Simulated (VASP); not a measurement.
# S (Im-3m) in VASP: further runs

Runs on S. Level: PBE. Tasks: single point, relaxation of cell and atoms.

Everything below comes from runs of VASP 6.6.1. Logs are shortened: lines on timing, memory, paths and dates and some standing lists are left out, and cuts for length are marked.

### 1 The cell of the first run

Symmetry: Im-3m, No. 229, cubic system. Conventional cell: a = 2.681 Å, b = 2.681 Å, c = 2.681 Å, α = 90.00°, β = 90.00°, γ = 90.00°. S (site symmetry m-3m) has 14 S at 2.32 to 2.68 Å within 3.1 Å.

This isn't the form of S at room conditions, which is orthorhombic, of S8 rings.

### 2 Single point, PBE

INCAR

```
PREC     = Accurate       # precision mode
ENCUT    = 520            # plane-wave cutoff, eV
EDIFF    = 1E-6           # SCF threshold, eV
ISMEAR   = -1             # smearing method
SIGMA    = 0.08           # smearing width, eV
LREAL    = False          # projectors in reciprocal space
LASPH    = True           # aspherical terms in the spheres
NELM     = 100            # most SCF steps
ALGO     = Normal         # electronic algorithm
ISIF     = 2              # what is computed and relaxed
LWAVE    = False          # write WAVECAR
LCHARG   = True           # write CHGCAR
GGA      = PE             # functional
LELF     = True           # ELF
LVHAR    = True         
NBANDS   = 9              # bands
```

KPOINTS

```
Automatic mesh
0
Gamma
  20 20 20
```

POSCAR

```
S
1.0
   -1.3406107797      1.3406107797      1.3406107797
    1.3406107797     -1.3406107797      1.3406107797
    1.3406107797      1.3406107797     -1.3406107797
S
1
Direct
    0.0000000000      0.0000000000      0.0000000000
```

Potentials or basis: VASP PAW PBE potentials, release 64 (S).

Launch:

```console
$ cat potpaw_PBE.64/S/POTCAR > POTCAR
$ mpirun -np 1 vasp_std > vasp.out
```

OUTCAR:

```text
PREC = Accurate
   ENCUT = 520
   EDIFF = 1E-6
   ISMEAR = -1
   LREAL = False
   LASPH = True
   NELM = 100
   ISIF = 2
   GGA = PE

 ion  position               nearest neighbor table
   1  0.000  0.000  0.000-

  LATTYP: Found a body centered cubic cell.
 ALAT       =     2.6812215594

  Lattice vectors:

 A1 = (  -1.3406107797,   1.3406107797,   1.3406107797)
 A2 = (   1.3406107797,  -1.3406107797,   1.3406107797)
 A3 = (   1.3406107797,   1.3406107797,  -1.3406107797)

Analysis of symmetry for initial positions (statically):
=====================================================================
 Subroutine PRICEL returns:
 Original cell was already a primitive cell.

 Routine SETGRP: Setting up the symmetry group for a
 body centered cubic supercell.

 Subroutine GETGRP returns: Found 48 space group operations
 (whereof 48 operations were pure point group operations)
 out of a pool of 48 trial point group operations.

The static configuration has the point symmetry O_h .

Analysis of symmetry for dynamics (positions and initial velocities):
=====================================================================
 Subroutine PRICEL returns:
 Original cell was already a primitive cell.

 Routine SETGRP: Setting up the symmetry group for a
 body centered cubic supercell.

 Subroutine GETGRP returns: Found 48 space group operations
 (whereof 48 operations were pure point group operations)
 out of a pool of 48 trial point group operations.

The dynamic configuration has the point symmetry O_h .

 Subroutine INISYM returns: Found 48 space group operations
 (whereof 48 operations are pure point group operations),
 and found     1 'primitive' translations

----------------------------------------------------------------------------------------

                                     Primitive cell

  volume of cell :       9.6376

  direct lattice vectors                    reciprocal lattice vectors
    -1.340610780  1.340610780  1.340610780     0.000000000  0.372964329  0.372964329
     1.340610780 -1.340610780  1.340610780     0.372964329  0.000000000  0.372964329
     1.340610780  1.340610780 -1.340610780     0.372964329  0.372964329  0.000000000

  length of vectors
     2.322005984  2.322005984  2.322005984     0.527451212  0.527451212  0.527451212

  position of ions in fractional coordinates (direct lattice)
     0.000000000  0.000000000  0.000000000

  ion indices of the primitive-cell ions
   primitive index   ion index
[... 76 lines left out ...]
   NSW    =      0    number of steps for IOM
   IBRION =     -1    ionic relax: 0-MD 1-quasi-New 2-CG
   NFREE  =      0    steps in history (QN), initial steepest desc. (CG)
   ISIF   =      2    stress and relaxation
   ISYM   =      2    0-nonsym 1-usesym 2-fastsym
   POTIM  = 0.5000    time-step for ionic-motion
   TEBEG  =    0.0;   TEEND  =   0.0 temperature during run
   PSTRESS=    0.0 pullay stress
   NELECT =       6.0000    total number of electrons
   NUPDOWN=      -1.0000    fix difference up-down
   EMIN   =  10.00;   EMAX   =-10.00  energy-range for DOS
   EFERMI =   0.00;   METHOD = LEGACY
   ISMEAR =    -1;   SIGMA  =   0.08  broadening in eV -4-tet -1-fermi 0-gaus
   EFERMI_NEDOS =   21; number of points for ismear=-14 and -15
   IALGO  =     38    algorithm
   IMIX   =      4    mixing-type and parameters
     AMIX     =   0.40;   BMIX     =  1.00
     AMIX_MAG =   1.60;   BMIX_MAG =  1.00
  volume/ion in A,a.u.               =       9.64        65.04
  Fermi-wavevector in a.u.,A,eV,Ry     =   1.397878  2.641606 26.586633  1.954062
  Thomas-Fermi vector in A             =   2.521091
   LORBIT       =      0    0 simple, 1 ext, 2 COOP (PROOUT), +10 PAW based schemes
   GGA     = PE    functional components
   LHFCALC =     F    Hartree Fock is set to
   AEXX    =    0.0000 exact exchange contribution
   IVDW    =     0    specifies the selected vdW correction
   LEPSILON=     F    determine dielectric tensor
   LRPA    =     F    only Hartree local field effects (RPA)
 non-spin polarized calculation
  energy-cutoff  :      520.00
  volume of cell :        9.64
 maximum number of plane-waves:       276
 NGX is ok and might be reduce to    18
   NGX =  9   NGY =  9   NGZ =  9

 number of electron       5.9999999 magnetization

 Free energy of the ion-electron system (eV)
  ---------------------------------------------------
  ext. energy  EPLUGINS =         0.00000000
  ---------------------------------------------------
  free energy    TOTEN  =        -1.62030620 eV

  energy without entropy =       -1.61152262  energy(sigma->0) =       -1.61591441

 E-fermi :  16.7051     XC(G=0): -13.6352

 val. band max:       16.7002211365   @ k =   0.2500   0.1000   0.0000
 cond. band min:      16.7051170071   @ k =  -0.4500  -0.4500   0.2500
 fundamental gap:      0.0048958706
 Fermi energy:        16.7050652185

 k-point     1 :       0.0000    0.0000    0.0000
  band No.  band energies     occupation
      1      -6.8217      2.00000
      2      23.3814      0.00000
      3      23.3814      0.00000
      4      23.3814      0.00000
      5      29.0645      0.00000
      6      29.0645      0.00000
      7      29.0645      0.00000
      8      34.3136      0.00000
      9      34.3136      0.00000
[... 265 lines left out ...]
 k-point    24 :       0.2500    0.1000    0.0000
  band No.  band energies     occupation
      1      -3.0731      2.00000
      2      11.7330      2.00000
      3      16.7002      1.03027
      4      20.2097      0.00000
      5      26.0088      0.00000
      6      28.0592      0.00000
      7      33.2755      0.00000
      8      37.2378      0.00000
      9      39.6072      0.00000

 [... further k-points ...]

------------------------ aborting loop because EDIFF is reached ----------------------------------------

  FORCE on cell =-STRESS in cart. coord.  units (eV):
  Direction    XX          YY          ZZ          XY          YZ          ZX
  --------------------------------------------------------------------------------------
  -------------------------------------------------------------------------------------
  Total        6.5471594      6.5471594      6.5471594      0.0000000      0.0000000     -0.0000000
  in kB     1088.4171718   1088.4171718   1088.4171718      0.0000000      0.0000000     -0.0000000
  external PRESSURE =    1088.4171718 kB  Pullay stress =       0.0000000 kB

 VOLUME and BASIS-vectors are now :
 -----------------------------------------------------------------------------
  energy-cutoff  :      520.00
  volume of cell :        9.64
      direct lattice vectors                 reciprocal lattice vectors
    -1.340610780  1.340610780  1.340610780     0.000000000  0.372964329  0.372964329
     1.340610780 -1.340610780  1.340610780     0.372964329  0.000000000  0.372964329
     1.340610780  1.340610780 -1.340610780     0.372964329  0.372964329  0.000000000

 POSITION                                       TOTAL-FORCE (eV/Angst)
 -----------------------------------------------------------------------------------
      0.00000      0.00000      0.00000         0.000000      0.000000      0.000000
 -----------------------------------------------------------------------------------
    total drift:                                0.000000     -0.000000      0.000000

  FREE ENERGIE OF THE ION-ELECTRON SYSTEM (eV)
  ---------------------------------------------------
  free  energy   TOTEN  =        -1.6203062009 eV

  energy  without entropy=       -1.6115226207  energy(sigma->0) =       -1.61591441
```

stdout:

```text
POSCAR found type information on POSCAR S
 POSCAR found :  1 types and       1 ions
 scaLAPACK will be used
 LDA part: xc-table for (Slater+PW92), standard interpolation
 POSCAR, INCAR and KPOINTS ok, starting setup
 FFT: planning ... GRIDC
 FFT: planning ... GRID_SOFT
 FFT: planning ... GRID
 WAVECAR not read
 entering main loop
```

Run time: 13 s. Hardware: 1 thread of Intel Xeon Platinum 8488C (Sapphire Rapids), shared host; peak memory 0.13 GiB.

What came out:

```
Free energy            : -1.6203 eV
Pressure               : 108.8 GPa
Band gap on the k mesh : zero (bands 3 and 4 overlap by 14.92 eV)
```

Caveat: the cell stands under pressure.

### 3 Single point, PBE

INCAR

```
SYSTEM = S
  ALGO = Normal
  EDIFF = 1E-6
  ENCUT = 520
  GGA = PE
  ISIF = 2
  ISMEAR = -1
  LASPH = .TRUE.
  LCHARG = .FALSE.
  LREAL = .FALSE.
  LWAVE = .FALSE.
  NBANDS = 9
  NELM = 60
  PREC = Accurate
  SIGMA = 0.08
```

KPOINTS

```
k-points
0
G
  20 20 20
  0 0 0
```

POSCAR

```
S
1.0
   -1.3408948689      1.3408948689      1.3408948689
    1.3408948689     -1.3408948689      1.3408948689
    1.3408948689      1.3408948689     -1.3408948689
S
1
Direct
    0.0000000000      0.0000000000      0.0000000000
```

Potentials or basis: VASP PAW PBE potentials, release 64 (S).

Launch:

```console
$ cat potpaw_PBE.64/S/POTCAR > POTCAR
$ mpirun -np 1 vasp_std > vasp.out
```

Wall time 13 s (1 thread of Intel Xeon Platinum 8488C (Sapphire Rapids), shared host); peak memory 0.13 GiB.

It converged, with:

```yaml
Free_energy: -1.6245 eV
Pressure: 108.6 GPa
Band_gap_on_the_k_mesh: zero (bands 3 and 4 overlap by 14.91 eV)
```

Levels at points of the mesh, in eV from the Fermi level:
| k point | band 1 | band 2 | band 3 | band 4 | band 5 | band 6 |
| --- | --- | --- | --- | --- | --- | --- |
| (0.00, 0.00, 0.00) | -23.52 | 6.67 | 6.67 | 6.67 | 12.36 | 12.36 |
| (0.50, 0.00, 0.00) | -14.91 | -12.91 | 0.49 | 4.17 | 6.43 | 8.10 |
| (0.50, 0.50, 0.50) | -6.82 | -6.09 | -6.09 | -6.09 | 0.13 | 0.13 |

Caveat: the cell stands under pressure.

### 4 Relaxation of cell and atoms, PBE, target pressure 110 GPa, at which the enthalpy is minimised

INCAR

```
PREC = Accurate ; ENCUT = 600
EDIFF = 1E-6 ; ISMEAR = -1
SIGMA = 0.08 ; LREAL = False
LASPH = True ; NELM = 60
ALGO = Normal ; ISIF = 3
LWAVE = False ; LCHARG = False
GGA = PE ; IBRION = 2
NSW = 60 ; EDIFFG = -0.005
PSTRESS = 1100.0
```

KPOINTS

```
Automatic mesh
0
Gamma
  20 20 20
```

POSCAR

```
S
1.0
   -1.3408932945      1.3408932945      1.3408932945
    1.3408932945     -1.3408932945      1.3408932945
    1.3408932945      1.3408932945     -1.3408932945
S
1
Direct
    0.0000000000      0.0000000000      0.0000000000
```

Launch:

```console
$ cat potpaw_PBE.64/S/POTCAR > POTCAR
$ mpirun -np 1 vasp_std > vasp.out
```

It took 20 s on 1 thread of Intel Xeon Platinum 8488C (Sapphire Rapids), shared host; peak memory 0.13 GiB.

Results (log left out):

- Free energy: -1.6035 eV
- Relaxed volume: 9.61 Å³/atom
- Relaxed cell: a = 2.320 Å, b = 2.320 Å, c = 2.320 Å, α = 109.47°, β = 109.47°, γ = 109.47°
- Space group after relaxing (to 0.1 Å): Im-3m (No. 229)
- Energy change on relaxing (the run minimises the enthalpy): +21.3 meV/atom
- Ionic steps: 3
- Pressure after relaxing: 110.0 GPa
- Band gap on the k mesh: zero (bands 3 and 4 overlap by 14.97 eV)

Step by step:
| step | energy change (eV) | largest force (eV/Å) | pressure (GPa) | volume (Å³) |
| --- | --- | --- | --- | --- |
| 1 | 0.0000 | 0.0000 | 108.61 | 9.64 |
| 2 | 0.0808 | 0.0000 | 113.87 | 9.53 |
| 3 | 0.0213 | 0.0000 | 110.00 | 9.61 |

Final structure:
```yaml
crystal:
  lattice:
    - [-1.33945, 1.33945, 1.33945]
    - [1.33945, -1.33945, 1.33945]
    - [1.33945, 1.33945, -1.33945]
  atoms:
    - { symbol: S, position: [0.00000, 0.00000, 0.00000] }
```

Levels at points of the mesh, in eV from the Fermi level:
```
           k point  band 1  band 2  band 3  band 4  band 5  band 6
(0.00, 0.00, 0.00)  -23.57    6.70    6.70    6.70   12.36   12.36
(0.50, 0.00, 0.00)  -14.93  -12.96    0.49    4.18    6.42    8.11
(0.50, 0.50, 0.50)   -6.80   -6.11   -6.11   -6.11    0.10    0.10
```

Caveat: the cell is relaxed towards a set pressure, so the run minimises the enthalpy, not the energy.
